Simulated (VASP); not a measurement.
Write the native input for VASP 6.6.1 that does the following.

```
Task                   : single point
Functional             : PBE
Potentials or basis    : VASP PAW PBE potentials, release 64 (Pb_d, S)
Cutoff                 : 520 eV
k mesh                 : 7 × 7 × 3
Occupations            : fermi-dirac, width 0.01 eV
Spin                   : no spin polarisation
Dipole correction      : no
Further INCAR settings : ALGO = Normal; EDIFF = 1e-07; NBANDS = 28
```

The structure of PbS lies in POSCAR:

```
PbS
1.0
    2.9405000000     -2.9000000000      0.0000000000
    2.9405000000      2.9000000000      0.0000000000
   -1.0800500000      0.0000000000     12.0605687000
Pb S
2 2
Direct
    0.7756000000      0.7756000000      0.6363800000
    0.2244000000      0.2244000000      0.3636200000
    0.2684000000      0.2684000000      0.5986000000
    0.7316000000      0.7316000000      0.4014000000
```

This cell differs from its parent crystal: zz strain of +3 %.

One way to write it, as run:

INCAR

```
SYSTEM = PbS
ALGO = Normal ; EDIFF = 1E-7
ENCUT = 520 ; GGA = PE
ISIF = 2 ; ISMEAR = -1
LASPH = .True. ; LCHARG = .False.
LREAL = .False. ; LWAVE = .False.
NBANDS = 28 ; NELM = 80
PREC = Accurate ; SIGMA = 0.01
```

KPOINTS

```
k-points
0
Gamma
  7 7 3
  0 0 0
```

Potentials or basis: VASP PAW PBE potentials, release 64 (Pb_d, S).

Launch:

```bash
$ cat potpaw_PBE.64/Pb_d/POTCAR potpaw_PBE.64/S/POTCAR > POTCAR
$ mpirun -np 1 vasp_std > vasp.out
```

Results of the run:

```json
{
  "Largest force": "0.664 eV/Å",
  "Band gap on the k mesh": "1.15 eV, indirect (least direct gap 1.16 eV)"
}
```

Caveat: the cell differs from its parent crystal (zz strain of +3 %); spin-orbit coupling is left out, which moves the levels of the heavy elements.

Wall time 9.5 min on 1 thread of AMD EPYC 7R13 (shared host), peak memory 0.39 GiB.
